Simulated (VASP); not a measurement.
Wanted: the native input for a VASP 6.6.1 run.

* Task: relaxation of cell and atoms
* Functional: PBE
* Potentials or basis: VASP PAW PBE potentials, release 64 (Li_sv, Mo_sv)
* Cutoff: 750 eV
* k mesh: 18 × 18 × 18
* Occupations: gaussian, width 0.1 eV
* Spin: no spin polarisation
* Dipole correction: no
* Further INCAR settings: ALGO = Normal; EDIFF = 1e-07; IBRION = 2; EDIFFG = -0.01; NSW = 100; ISIF = 3

The structure of LiMo3 lies in POSCAR:

```
LiMo3
1.0
   -1.8800135984      1.8800135984      4.2356948012
    1.8800135984     -1.8800135984      4.2356948012
    1.8800135984      1.8800135984     -4.2356948012
Li Mo
1 3
Direct
    0.0000000000      0.0000000000      0.0000000000
    0.5000000000      0.5000000000      0.0000000000
    0.2500000000      0.7500000000      0.5000000000
    0.7500000000      0.2500000000      0.5000000000
```

The input as run:

INCAR

```
SYSTEM = LiMo3
PREC     = Accurate       ! precision mode
ENCUT    = 750            ! plane-wave cutoff, eV
EDIFF    = 1E-7           ! SCF threshold, eV
ISMEAR   = 0              ! smearing method
SIGMA    = 0.1            ! smearing width, eV
LREAL    = .FALSE.        ! projectors in reciprocal space
LASPH    = .TRUE.         ! aspherical terms in the spheres
NELM     = 120            ! most SCF steps
ALGO     = Normal         ! electronic algorithm
ISIF     = 3              ! what is computed and relaxed
LWAVE    = .FALSE.        ! write WAVECAR
LCHARG   = .FALSE.        ! write CHGCAR
GGA      = PE             ! functional
IBRION   = 2              ! ionic algorithm
NSW      = 100            ! ionic steps
EDIFFG   = -0.01          ! ionic threshold
GGA_COMPAT= .FALSE.      
NELMIN   = 4            
KPAR     = 4
```

KPOINTS

```
regular mesh
0
G
  18 18 18
  0 0 0
```

Potentials or basis: VASP PAW PBE potentials, release 64 (Li_sv, Mo_sv).

Run with:

```sh
$ cat potpaw_PBE.64/Li_sv/POTCAR potpaw_PBE.64/Mo_sv/POTCAR > POTCAR
$ mpirun -np 4 vasp_std > vasp.out
```

It gave:

The relaxed volume is 15.00 Å³/atom, the relaxed cell is a = 5.017 Å, b = 5.017 Å, c = 5.017 Å, α = 136.06°, β = 136.06°, γ = 63.89° and the space group after relaxing (to 0.1 Å) is I4/mmm (No. 139). The energy gained by relaxing is 0.2 meV/atom and the ionic steps are 4. The pressure after relaxing is -0.1 GPa. The band gap on the k mesh is zero (an odd number of electrons rules out a gap without spin polarisation).

Wall time 16 min on 4 MPI ranks on Intel(R) Xeon(R) 6975P-C (Granite Rapids), with other jobs on the host, peak memory 1.2 GiB a rank.
